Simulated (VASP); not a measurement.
SrO, 2 atoms in the cell. It takes space group I4/mmm (No. 139, tetragonal). The conventional cell has a = 3.666 Å, b = 3.666 Å, c = 5.031 Å, α = 90.00°, β = 90.00°, γ = 90.00°. Sr (site symmetry 4/mmm) has 6 O at 2.52 to 2.59 Å within 3.3 Å. Within 3.3 Å of O (site symmetry 4/mmm) lie 6 Sr at 2.52 to 2.59 Å. 

* Program: VASP 6.6.1
* Task: single point
* Functional: PBE
* Potentials or basis: VASP PAW PBE potentials, release 64 (Sr_sv, O)
* Cutoff: 600 eV
* k mesh: 6 × 6 × 6
* Occupations: gaussian, width 0.05 eV
* Spin: no spin polarisation
* Dipole correction: no
* Further INCAR settings: ALGO = Normal; EDIFF = 1e-06; NBANDS = 15

Potentials or basis: VASP PAW PBE potentials, release 64 (Sr_sv, O).

The run is started by

```bash
$ cat potpaw_PBE.64/Sr_sv/POTCAR potpaw_PBE.64/O/POTCAR > POTCAR
$ mpirun -np 1 vasp_std > vasp.out
```

Hardware: 1 thread of Intel Xeon 8259CL, with other jobs on the host.

**Question.** How long does it take, and how much memory?

**Answer.** Run time: 42 s on 1 thread of Intel Xeon 8259CL, with other jobs on the host, peak memory 0.18 GiB. Counts: scf iterations 13, k points 30.
